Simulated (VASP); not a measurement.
W, 8 atoms in the cell. Symmetry: P6_3/mmc, No. 194, hexagonal system. The conventional cell has a = 2.772 Å, b = 2.772 Å, c = 20.501 Å, α = 90.00°, β = 90.00°, γ = 120.00°. W (site symmetry 3m) has 10 W at 2.73 to 2.90 Å within 3.6 Å. Within 3.5 Å of W (site symmetry 3m) lie 10 W at 2.69 to 2.90 Å. This isn't the form of W at room conditions, which is bcc.

```yaml
Program: VASP 6.6.1
Task: relaxation of cell and atoms
Functional: PBE
Potentials_or_basis: VASP PAW PBE potentials, release 64 (W_sv)
Cutoff: 600 eV
k_mesh: 15 × 15 × 2
Occupations: gaussian, width 0.1 eV
Spin: no spin polarisation
Dipole_correction: no
Further_INCAR_settings: ALGO = Fast; EDIFF = 1e-06; IBRION = 2; EDIFFG = -0.01; NSW = 100; ISIF = 3
```

Potentials or basis: VASP PAW PBE potentials, release 64 (W_sv).

Command:

```bash
$ cat potpaw_PBE.64/W_sv/POTCAR > POTCAR
$ mpirun -np 1 vasp_std > vasp.out
```

Hardware: 1 thread of Oxide Virtual Turin-like Processor, with other jobs on the host.

Q: How long does it take, and how much memory?

A: Wall time 100 min on 1 thread of Oxide Virtual Turin-like Processor (shared host), peak memory 0.56 GiB. Counts: scf iterations 87, k points 54, ion steps 10.
